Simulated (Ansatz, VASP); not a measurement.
# SnTe: VASP beside Ansatz

File POSCAR:

```
SnTe
1.0
    0.0000000000      3.1508500000      3.1508500000
    3.1508500000      0.0000000000      3.1508500000
    3.1508500000      3.1508500000      0.0000000000
Te Sn
1 1
Direct
    0.5000000000      0.5000000000      0.5000000000
    0.0000000000      0.0000000000      0.0000000000
```

File INCAR.step1:

```
SYSTEM = SnTe
ALGO = Normal
EDIFF = 1E-5
ENCUT = 520
GGA = PE
ISIF = 2
ISMEAR = -1
LASPH = .True.
LREAL = .False.
LWAVE = .True.
NBANDS = 17
NELM = 100
PREC = Accurate
SIGMA = 0.05
```

Contents of INCAR.step2:

```
SYSTEM = SnTe
AEXX = 0.4
ALGO = Normal
EDIFF = 1E-6
ENCUT = 520
GGA = PE
HFSCREEN = 0.2
ISIF = 2
ISMEAR = -1
ISTART = 1
LASPH = .True.
LCHARG = .True.
LELF = .True.
LHFCALC = .True.
LREAL = .False.
LVHAR = .True.
LWAVE = .False.
NBANDS = 17
NELM = 100
PREC = Accurate
PRECFOCK = Normal
SIGMA = 0.05
```

KPOINTS

```
k-points
0
Gamma
  4 4 4
  0 0 0
```

Contents of input.yaml:

```yaml
crystal:
  lattice:
    - [0.0, 3.15085, 3.15085]
    - [3.15085, 0.0, 3.15085]
    - [3.15085, 3.15085, 0.0]
  atoms:
    - { symbol: Te, position: [0.5, 0.5, 0.5] }
    - { symbol: Sn, position: [0.0, 0.0, 0.0] }
hamiltonian:
  xc: { exchange: pbe, correlation: pbe, exx: { coeff: 0.4, omega: 0.2 } }
  pseudopotentials: { kind: paw }
kpoints:
  mp_grid: { grid: [4, 4, 4] }
scf:
  occupations: { method: fermi_dirac, width: 0.05 }
output:
  forces: true
  stress: true
  eigenvalues: true
  write_density: true
  write_potential: true
  elf: true
  volumetric_format: npy
```

Alike in both runs: task single point; functional PBE-based screened hybrid with a share of 0.4 of exact exchange and HFSCREEN = 0.2; k mesh 4 × 4 × 4; occupations fermi-dirac, width 0.05 eV; no spin polarisation.

```csv
,VASP,Ansatz
version,VASP 6.6.1,Ansatz 0.2.0
potentials or method,"VASP PAW PBE potentials, release 64 (Te, Sn_d)",Ansatz PAW
plane-wave cutoff (eV),520,420
valence electrons in the cell,20,30
```

```tsv
	VASP	Ansatz	Ansatz less VASP
gap on the k mesh at the Fermi level (eV)	0.19	0.31	+0.115
least direct gap on the mesh (eV)	0.19	0.31	+0.115
pressure (GPa)	0.3	0.8	+0.54
```

VASP's potentials were made for PBE, not for PBE-based screened hybrid. VASP's potentials hold 20 valence electrons a cell and Ansatz's 30, so a difference there can come from the potentials and not from the codes.

The k mesh is coarse, so the values compare programs but aren't converged. Spin-orbit coupling is off throughout.
